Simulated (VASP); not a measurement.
Here is a VASP 6.6.1 calculation.

File INCAR:

```
  PREC = Accurate
  ENCUT = 400
  EDIFF = 1E-6
  ISMEAR = 0
  SIGMA = 0.05
  LREAL = False
  LASPH = True
  NELM = 120
  ALGO = Normal
  ISIF = 2
  LWAVE = False
  LCHARG = False
  LDIPOL = True
  IDIPOL = 3
  DIPOL = 0.5 0.5 0.289
  GGA = PE
  IVDW = 12
  NBANDS = 62
  GGA_COMPAT = False
  NELMDL = -8
```

File KPOINTS:

```
Automatic mesh
0
Gamma
  6 6 1
```

File POSCAR:

```
Zr2HS4
1.0
    7.2976778227      0.0000000000      0.0000000000
   -3.6488389114      6.3199743831      0.0000000000
    0.0000000000      0.0000000000     20.9171506047
S Zr H
8 4 2
Direct
    0.3333333333      0.1666666667      0.1912306354
    0.3333333333      0.6666666667      0.1912306354
    0.8333333333      0.1666666667      0.1912306354
    0.8333333333      0.6666666667      0.1912306354
    0.1666666667      0.3333333333      0.3306927762
    0.1666666667      0.8333333333      0.3306927762
    0.6666666667      0.3333333333      0.3306927762
    0.6666666667      0.8333333333      0.3306927762
    0.0000000000      0.0000000000      0.2609617058
    0.0000000000      0.5000000000      0.2609617058
    0.5000000000      0.0000000000      0.2609617058
    0.5000000000      0.5000000000      0.2609617058
    0.3699497052      0.7398994103      0.4549926892
    0.4633836282      0.9267672564      0.4549926892
```

Potentials or basis: VASP PAW PBE potentials, release 64 (S, Zr_sv, H).

Command:

```sh
$ cat potpaw_PBE.64/S/POTCAR potpaw_PBE.64/Zr_sv/POTCAR potpaw_PBE.64/H/POTCAR > POTCAR
$ mpirun -np 1 vasp_std > vasp.out
```

Problem. What does it give for the dispersion energy per atom?

Solution. -0.219 eV.

Problem. Estimate the band gap on the k mesh.

Solution. 1.10 eV.

Problem. What does it give for the largest force?

Solution. 4.675 eV/Å.

Forces on the atoms (eV/Å):
```
S    0.003  0.007 -0.015
S    0.000 -0.004  0.000
S   -0.003  0.007 -0.015
S    0.000 -0.012 -0.012
S    0.000  0.009  0.044
S   -0.028  0.003 -0.055
S    0.000 -0.008  0.044
S    0.028  0.003 -0.055
Zr   0.000 -0.034  0.011
Zr   0.002  0.037 -0.006
Zr   0.000 -0.035  0.002
Zr  -0.002  0.037 -0.006
H    0.000  4.664  0.029
H    0.000 -4.675  0.033
```
